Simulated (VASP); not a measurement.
# Cs (Im-3m) in VASP: a series of runs

The runs below take Cs through single point, relaxation of cell and atoms, with pbe exchange, lda correlation, PBEsol+D4, PBEsol.

Everything below comes from runs of VASP 6.6.1. Logs are shortened: lines on timing, memory, paths and dates and some standing lists are left out, and cuts for length are marked.

### Step 1. The cell of the first run

Symmetry: Im-3m, No. 229, cubic system. The conventional cell has a = 6.257 Å, b = 6.257 Å, c = 6.257 Å, α = 90.00°, β = 90.00°, γ = 90.00°.

### Step 2. Single point, pbe exchange, lda correlation, non-collinear spin, typed start, spin-orbit coupling

The input, INCAR:

```
PREC = Accurate
ENCUT = 500
EDIFF = 1E-6
ISMEAR = -1
SIGMA = 0.15
LREAL = False
LASPH = True
NELM = 200
ALGO = Normal
ISIF = 2
LWAVE = False
LCHARG = False
MAGMOM = 0.289 0.289 0.289
LORBIT = 11
LSORBIT = True
GGA_COMPAT = False
LORBMOM = True
GGA = LIBXC
LIBXC1 = GGA_X_PBE
LIBXC2 = LDA_C_PW
NBANDS = 20
```

The input, KPOINTS:

```
regular mesh
0
Gamma
  4 4 4
```

The input, POSCAR:

```
Cs
1.0
   -3.1284650614      3.1284650614      3.1284650614
    3.1284650614     -3.1284650614      3.1284650614
    3.1284650614      3.1284650614     -3.1284650614
Cs
1
Direct
    0.0000000000      0.0000000000      0.0000000000
```

Potentials or basis: VASP PAW PBE potentials, release 64 (Cs_sv).

Command:

```sh
> cat potpaw_PBE.64/Cs_sv/POTCAR > POTCAR
> mpirun -np 1 vasp_ncl > vasp.out
```

OUTCAR:

```text
PREC = Accurate
   ENCUT = 500
   EDIFF = 1E-6
   ISMEAR = -1
   LREAL = False
   LASPH = True
   NELM = 200
   ISIF = 2
   LORBIT = 11
   LSORBIT = True
   GGA = LIBXC

 ion  position               nearest neighbor table
   1  0.000  0.000  0.000-

  LATTYP: Found a body centered cubic cell.
 ALAT       =     6.2569301228

  Lattice vectors:

 A1 = (  -3.1284650614,   3.1284650614,   3.1284650614)
 A2 = (   3.1284650614,  -3.1284650614,   3.1284650614)
 A3 = (   3.1284650614,   3.1284650614,  -3.1284650614)

Analysis of symmetry for initial positions (statically):
=====================================================================
 Subroutine PRICEL returns:
 Original cell was already a primitive cell.

 Routine SETGRP: Setting up the symmetry group for a
 body centered cubic supercell.

 Subroutine GETGRP returns: Found 48 space group operations
 (whereof 48 operations were pure point group operations)
 out of a pool of 48 trial point group operations.

The static configuration has the point symmetry O_h .

Analysis of symmetry for dynamics (positions and initial velocities):
=====================================================================
 Subroutine PRICEL returns:
 Original cell was already a primitive cell.

 Routine SETGRP: Setting up the symmetry group for a
 body centered cubic supercell.

 Subroutine GETGRP returns: Found 48 space group operations
 (whereof 48 operations were pure point group operations)
 out of a pool of 48 trial point group operations.

The dynamic configuration has the point symmetry O_h .

Analysis of structural, dynamic, and magnetic symmetry:
=====================================================================
 Subroutine PRICEL returns:
 Original cell was already a primitive cell.

 Routine SETGRP: Setting up the symmetry group for a
 body centered cubic supercell.

 Subroutine GETGRP returns: Found  6 space group operations
 (whereof  6 operations were pure point group operations)
 out of a pool of 48 trial point group operations.

The overall configuration has the point symmetry S_6 .

 Subroutine INISYM returns: Found  6 space group operations
 (whereof  6 operations are pure point group operations),
 and found     1 'primitive' translations

----------------------------------------------------------------------------------------

                                     Primitive cell

  volume of cell :     122.4768

  direct lattice vectors                    reciprocal lattice vectors
    -3.128465061  3.128465061  3.128465061     0.000000000  0.159822785  0.159822785
     3.128465061 -3.128465061  3.128465061     0.159822785  0.000000000  0.159822785
     3.128465061  3.128465061 -3.128465061     0.159822785  0.159822785  0.000000000

  length of vectors
     5.418660436  5.418660436  5.418660436     0.226023551  0.226023551  0.226023551

  position of ions in fractional coordinates (direct lattice)
     0.000000000  0.000000000  0.000000000

  ion indices of the primitive-cell ions
   primitive index   ion index
                 1           1

----------------------------------------------------------------------------------------

 KPOINTS: regular mesh

Automatic generation of k-mesh.
 Grid dimensions read from file:
 generate k-points for:    4    4    4

 Generating k-lattice:

  Cartesian coordinates                     Fractional coordinates (reciprocal lattice)
     0.000000000  0.039955696  0.039955696     0.250000000  0.000000000  0.000000000
     0.039955696  0.000000000  0.039955696     0.000000000  0.250000000  0.000000000
     0.039955696  0.039955696  0.000000000     0.000000000  0.000000000  0.250000000

  Length of vectors
     0.056505888  0.056505888  0.056505888
[... 33 lines left out ...]
 SYSTEM =  unknown system
   PREC   = accura    normal or accurate (medium, high low for compatibility)
   ISTART =      0    job   : 0-new  1-cont  2-samecut
   ICHARG =      2    charge: 1-file 2-atom 10-const
   ISPIN  =      1    spin polarized calculation?
   LNONCOLLINEAR =      T non collinear calculations
   LSORBIT =      T    spin-orbit coupling
   LASPH  =      T    aspherical Exc in radial PAW
   ENCUT  =  500.0 eV  36.75 Ry    6.06 a.u.   9.88  9.88  9.88*2*pi/ulx,y,z
   NELM   =    200;   NELMIN=  2; NELMDL= -5     # of ELM steps
   EDIFF  = 0.1E-05   stopping-criterion for ELM
   LREAL  =      F    real-space projection
   EDIFFG = 0.1E-04   stopping-criterion for IOM
   NSW    =      0    number of steps for IOM
   IBRION =     -1    ionic relax: 0-MD 1-quasi-New 2-CG
   NFREE  =      0    steps in history (QN), initial steepest desc. (CG)
   ISIF   =      2    stress and relaxation
   ISYM   =      2    0-nonsym 1-usesym 2-fastsym
   POTIM  = 0.5000    time-step for ionic-motion
   TEBEG  =    0.0;   TEEND  =   0.0 temperature during run
   PSTRESS=    0.0 pullay stress
   NELECT =       9.0000    total number of electrons
   NUPDOWN=      -1.0000    fix difference up-down
   EMIN   =  10.00;   EMAX   =-10.00  energy-range for DOS
   EFERMI =   0.00;   METHOD = LEGACY
   ISMEAR =    -1;   SIGMA  =   0.15  broadening in eV -4-tet -1-fermi 0-gaus
   EFERMI_NEDOS =   21; number of points for ismear=-14 and -15
   IALGO  =     38    algorithm
   IMIX   =      4    mixing-type and parameters
     AMIX     =   0.40;   BMIX     =  1.00
     AMIX_MAG =   1.60;   BMIX_MAG =  1.00
  volume/ion in A,a.u.               =     122.48       826.51
  Fermi-wavevector in a.u.,A,eV,Ry     =   0.685706  1.295796  6.397353  0.470192
  Thomas-Fermi vector in A             =   1.765724
   LORBIT       =     11    0 simple, 1 ext, 2 COOP (PROOUT), +10 PAW based schemes
   GGA     = LIBXC    functional components
   LHFCALC =     F    Hartree Fock is set to
   AEXX    =    0.0000 exact exchange contribution
   IVDW    =     0    specifies the selected vdW correction
   LEPSILON=     F    determine dielectric tensor
   LRPA    =     F    only Hartree local field effects (RPA)
  energy-cutoff  :      500.00
  volume of cell :      122.48
 maximum number of plane-waves:      6264
   NGX = 19   NGY = 19   NGZ = 19

 number of electron       8.9999999 magnetization      -0.0010172     -0.0010172     -0.0010172

 number of electron       8.9999999 magnetization       0.0000072      0.0000072      0.0000072

 Free energy of the ion-electron system (eV)
  ---------------------------------------------------
  ext. energy  EPLUGINS =         0.00000000
  ---------------------------------------------------
  free energy    TOTEN  =        -0.76577251 eV

  energy without entropy =       -0.65409429  energy(sigma->0) =       -0.70993340

 E-fermi :   0.3500     XC(G=0):  -5.2029

 val. band max:       -0.0582926914   @ k =  -0.2500   0.2500   0.2500
 cond. band min:       0.3851396995   @ k =   0.5000   0.0000   0.5000
 fundamental gap:      0.4434323909
 Fermi energy:         0.3500140182

 k-point     1 :       0.0000    0.0000    0.0000
  band No.  band energies     occupation
      1     -23.8097      1.00000
      2     -23.8097      1.00000
      3     -11.6161      1.00000
      4     -11.6161      1.00000
      5     -10.0371      1.00000
      6     -10.0371      1.00000
[... 311 lines left out ...]
     19       4.1838      0.00000
     20       4.1838      0.00000

------------------------ aborting loop because EDIFF is reached ----------------------------------------

  FORCE on cell =-STRESS in cart. coord.  units (eV):
  Direction    XX          YY          ZZ          XY          YZ          ZX
  --------------------------------------------------------------------------------------
  -------------------------------------------------------------------------------------
  Total        0.0625699      0.0625699      0.0625699      0.0000026      0.0000026      0.0000026
  in kB        0.8185064      0.8185064      0.8185064      0.0000341      0.0000341      0.0000341
  external PRESSURE =       0.8185064 kB  Pullay stress =       0.0000000 kB

 VOLUME and BASIS-vectors are now :
 -----------------------------------------------------------------------------
  energy-cutoff  :      500.00
  volume of cell :      122.48
      direct lattice vectors                 reciprocal lattice vectors
    -3.128465061  3.128465061  3.128465061     0.000000000  0.159822785  0.159822785
     3.128465061 -3.128465061  3.128465061     0.159822785  0.000000000  0.159822785
     3.128465061  3.128465061 -3.128465061     0.159822785  0.159822785  0.000000000

 POSITION                                       TOTAL-FORCE (eV/Angst)
 -----------------------------------------------------------------------------------
      0.00000      0.00000      0.00000         0.000000      0.000000      0.000000
 -----------------------------------------------------------------------------------
    total drift:                               -0.000000     -0.000000     -0.000000

  FREE ENERGIE OF THE ION-ELECTRON SYSTEM (eV)
  ---------------------------------------------------
  free  energy   TOTEN  =        -0.7657725141 eV

  energy  without entropy=       -0.6540942949  energy(sigma->0) =       -0.70993340

 orbital moment (x)

 # of ion     p       d       tot
 ----------------------------------------
  1        -0.000   0.000  -0.000
 ----------------------------------------
           -0.000   0.000  -0.000

 orbital moment (y)

 # of ion     p       d       tot
 ----------------------------------------
  1        -0.000   0.000  -0.000
 ----------------------------------------
           -0.000   0.000  -0.000

 orbital moment (z)

 # of ion     p       d       tot
 ----------------------------------------
  1        -0.000   0.000  -0.000
 ----------------------------------------
           -0.000   0.000  -0.000

 Spin-Orbit-Coupling matrix elements

 Ion:    1  E_soc:     -0.3299508
 l=   1
     0.0000000    -0.0549880    -0.0549880
    -0.0549880     0.0000000    -0.0549880
    -0.0549880    -0.0549880     0.0000000
 l=   2
     0.0000000     0.0000004     0.0000000     0.0000004    -0.0000042
     0.0000004     0.0000000    -0.0000032     0.0000004    -0.0000011
     0.0000000    -0.0000032     0.0000000    -0.0000032     0.0000000
     0.0000004     0.0000004    -0.0000032     0.0000000    -0.0000011
    -0.0000042    -0.0000011     0.0000000    -0.0000011     0.0000000
 l=   3
     0.0000000     0.0000000     0.0000000     0.0000000     0.0000000     0.0000000     0.0000000
     0.0000000     0.0000000     0.0000000     0.0000000     0.0000000     0.0000000     0.0000000
     0.0000000     0.0000000     0.0000000     0.0000000     0.0000000     0.0000000     0.0000000
     0.0000000     0.0000000     0.0000000     0.0000000     0.0000000     0.0000000     0.0000000
     0.0000000     0.0000000     0.0000000     0.0000000     0.0000000     0.0000000     0.0000000
     0.0000000     0.0000000     0.0000000     0.0000000     0.0000000     0.0000000     0.0000000
     0.0000000     0.0000000     0.0000000     0.0000000     0.0000000     0.0000000     0.0000000

 total charge

# of ion       s       p       d       tot
------------------------------------------
    1        1.846   4.658   0.012   6.516

 magnetization (x)

# of ion       s       p       d       tot
------------------------------------------
    1        0.000  -0.000   0.000   0.000

 magnetization (y)

# of ion       s       p       d       tot
------------------------------------------
    1        0.000  -0.000   0.000   0.000

 magnetization (z)

# of ion       s       p       d       tot
------------------------------------------
    1        0.000  -0.000   0.000   0.000
```

Wall time 85 s (1 thread of Intel Xeon Platinum 8259CL at 2.50GHz (Skylake/Cascade Lake), shared host); peak memory 0.48 GiB.

What came out:

```yaml
Free_energy: -0.7658 eV
Pressure: 0.1 GPa
Net_moment: 0.00 μB per cell
Valence_electrons_inside_the_program's_atomic_spheres: Cs 6.52
```

Moments on the atoms (μB; x, y, z):
```
Cs  0.00 0.00 0.00
```

Caveat: the PAW data sets were made with another functional, which shifts forces and pressure a little.

### Step 3. Relaxation of cell and atoms, PBEsol+D4

The input, INCAR:

```
SYSTEM = Cs
PREC = Accurate
ENCUT = 600
EDIFF = 1E-6
ISMEAR = -1
SIGMA = 0.05
LREAL = .FALSE.
LASPH = .TRUE.
NELM = 80
ALGO = Normal
ISIF = 3
LWAVE = .FALSE.
LCHARG = .FALSE.
GGA = PS
IVDW = 13
IBRION = 2
NSW = 60
EDIFFG = -0.01
```

The input, KPOINTS:

```
regular mesh
0
G
  6 6 6
  0 0 0
```

POSCAR is that of step 2.

Potentials or basis: VASP PAW PBE potentials, release 64 (Cs_sv).

Command:

```sh
> cat potpaw_PBE.64/Cs_sv/POTCAR > POTCAR
> mpirun -np 1 vasp_std > vasp.out
```

Run time: 2.6 min. Hardware: 1 thread of Intel Xeon Platinum 8559C (Emerald Rapids), shared host; peak memory 0.33 GiB.

Results (log left out):

- Free energy: -0.9773 eV
- Relaxed volume: 107.33 Å³/atom
- Relaxed cell: a = 5.185 Å, b = 5.185 Å, c = 5.185 Å, α = 109.47°, β = 109.47°, γ = 109.47°
- Space group after relaxing (to 0.1 Å): Im-3m (No. 229)
- Energy gained by relaxing: 13.6 meV/atom
- Ionic steps: 17
- Pressure after relaxing: 0.0 GPa
- Band gap on the k mesh: zero (an odd number of electrons rules out a gap without spin polarisation)
- Dispersion energy per atom: -0.039 eV

The path:
```csv
step,energy change (eV),largest force (eV/Å),pressure (GPa),volume (Å³)
1,0.0000,0.0000,-0.24,122.48
2,-0.0045,0.0000,-0.21,119.26
3,-0.0125,0.0000,-0.09,110.61
4,0.0115,0.0000,0.31,94.56
5,0.0004,0.0000,0.02,106.52
6,-0.0136,0.0000,0.30,107.19
7,-0.0129,0.0000,-0.07,109.81
8,-0.0134,0.0000,-0.05,108.49
9,-0.0135,0.0000,-0.04,107.84
10,-0.0136,0.0000,-0.04,107.52
11,-0.0136,0.0000,-0.03,107.43
12,-0.0135,0.0000,0.37,107.18
13,-0.0136,0.0000,-0.03,107.41
14,-0.0136,0.0000,-0.02,107.40
15,-0.0136,0.0000,-0.02,107.35
16,-0.0136,0.0000,0.06,107.25
17,-0.0136,0.0000,-0.01,107.33
```

Final structure:
```xyz
1
Lattice="-2.9938 2.9938 2.9938 2.9938 -2.9938 2.9938 2.9938 2.9938 -2.9938" Properties=species:S:1:pos:R:3 pbc="T T T"
Cs    0.0000    0.0000    0.0000
```

Levels at points of the mesh, in eV from the Fermi level:
| k point | band 2 | band 3 | band 4 | band 5 | band 6 | band 7 |
| --- | --- | --- | --- | --- | --- | --- |
| (0.00, 0.00, 0.00) | -10.52 | -10.52 | -10.52 | -1.76 | 2.54 | 2.54 |
| (0.50, 0.00, 0.00) | -10.69 | -10.57 | -10.52 | 0.00 | 0.95 | 1.63 |
| (0.50, 0.50, 0.50) | -10.64 | -10.64 | -10.64 | 0.59 | 0.59 | 3.18 |

Caveat: the PAW data sets were made with another functional, which shifts forces and pressure a little; spin-orbit coupling is left out, which moves the levels of the heavy elements.

### Step 4. Relaxation of cell and atoms, PBEsol, target pressure 2 GPa, at which the enthalpy is minimised

The input, INCAR:

```
SYSTEM = Cs
PREC = Accurate
ENCUT = 600
EDIFF = 1E-6
ISMEAR = -1
SIGMA = 0.05
LREAL = .False.
LASPH = .True.
NELM = 100
ALGO = Normal
ISIF = 3
LWAVE = .False.
LCHARG = .False.
GGA = PS
IBRION = 2
NSW = 60
EDIFFG = -0.01
PSTRESS = 20.0
```

The input, KPOINTS:

```
regular mesh
0
Gamma
  6 6 6
  0 0 0
```

POSCAR is that of step 3.

Command:

```sh
> cat potpaw_PBE.64/Cs_sv/POTCAR > POTCAR
> mpirun -np 1 vasp_std > vasp.out
```

It took 73 s on 1 thread of Intel Xeon Platinum 8559C (Emerald Rapids), shared host; peak memory 0.35 GiB.

It converged, with:

- Free energy: -0.7523 eV
- Relaxed volume: 67.80 Å³/atom
- Relaxed cell: a = 4.449 Å, b = 4.449 Å, c = 4.449 Å, α = 109.47°, β = 109.47°, γ = 109.47°
- Space group after relaxing (to 0.1 Å): Im-3m (No. 229)
- Energy change on relaxing (the run minimises the enthalpy): +177.3 meV/atom
- Ionic steps: 6
- Pressure after relaxing: 2.0 GPa
- Band gap on the k mesh: zero (an odd number of electrons rules out a gap without spin polarisation)

Step by step:
```csv
step,energy change (eV),largest force (eV/Å),pressure (GPa),volume (Å³)
1,0.0000,0.0000,-0.20,122.48
2,0.0045,0.0000,0.34,95.07
3,0.0825,0.0000,1.18,77.52
4,0.5286,0.0000,4.25,49.17
5,0.1988,0.0000,2.17,66.16
6,0.1773,0.0000,2.00,67.80
```

Final structure:
```
Cs
1.0
    -2.56876    2.56876    2.56876
     2.56876   -2.56876    2.56876
     2.56876    2.56876   -2.56876
Cs
1
Cartesian
  0.0000 0.0000 0.0000
```

Levels at points of the mesh, in eV from the Fermi level:
```tsv
k point	band 2	band 3	band 4	band 5	band 6	band 7
(0.00, 0.00, 0.00)	-10.19	-10.19	-10.19	-2.17	2.77	2.77
(0.50, 0.00, 0.00)	-10.90	-10.40	-10.20	-0.33	1.44	1.90
(0.50, 0.50, 0.50)	-10.66	-10.66	-10.66	-0.03	-0.03	4.82
```

Caveat: the cell is relaxed towards a set pressure, so the run minimises the enthalpy, not the energy; the volume moved by over 15 % at a fixed basis, so the end points are rough; the PAW data sets were made with another functional, which shifts forces and pressure a little; spin-orbit coupling is left out, which moves the levels of the heavy elements.

(Part 1 of 2 ends here.)
